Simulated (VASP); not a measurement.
The system is Nb.

```
CELL_PARAMETERS angstrom
0.00000 2.11500 2.11500
2.11500 0.00000 2.11500
2.11500 2.11500 0.00000
ATOMIC_POSITIONS crystal
Nb 0.00000 0.00000 0.00000
```

```yaml
Program: VASP 6.6.1
Task: relaxation of cell and atoms
Functional: PBEsol
Potentials_or_basis: VASP PAW PBE potentials, release 64 (Nb_sv)
Cutoff: 600 eV
k_mesh: 11 × 11 × 11
Occupations: fermi-dirac, width 0.05 eV
Spin: no spin polarisation
```

At the start: pressure -7.6 GPa; volume 18.92 Å³/atom.

Q: How do energy, volume and symmetry change on relaxing?

A: Over 4 steps the energy falls by 21.5 meV/atom and the volume is 18.05 Å³/atom (-4.6 %); space group Fm-3m (No. 225, to 0.05 Å).

Step by step:
| step | energy change (eV) | largest force (eV/Å) | pressure (GPa) | volume (Å³) |
| --- | --- | --- | --- | --- |
| 1 | 0.0000 | 0.0000 | -7.63 | 18.92 |
| 2 | 0.0562 | 0.0000 | 17.82 | 16.56 |
| 3 | -0.0215 | 0.0000 | -0.26 | 18.08 |
| 4 | -0.0215 | 0.0000 | -0.01 | 18.05 |

Final structure:
```
Nb
1.0
     0.00000    2.08209    2.08209
     2.08209    0.00000    2.08209
     2.08209    2.08209    0.00000
Nb
1
Direct
  0.00000 0.00000 0.00000
```

Caveat: the PAW data sets were made with another functional, which shifts forces and pressure a little.
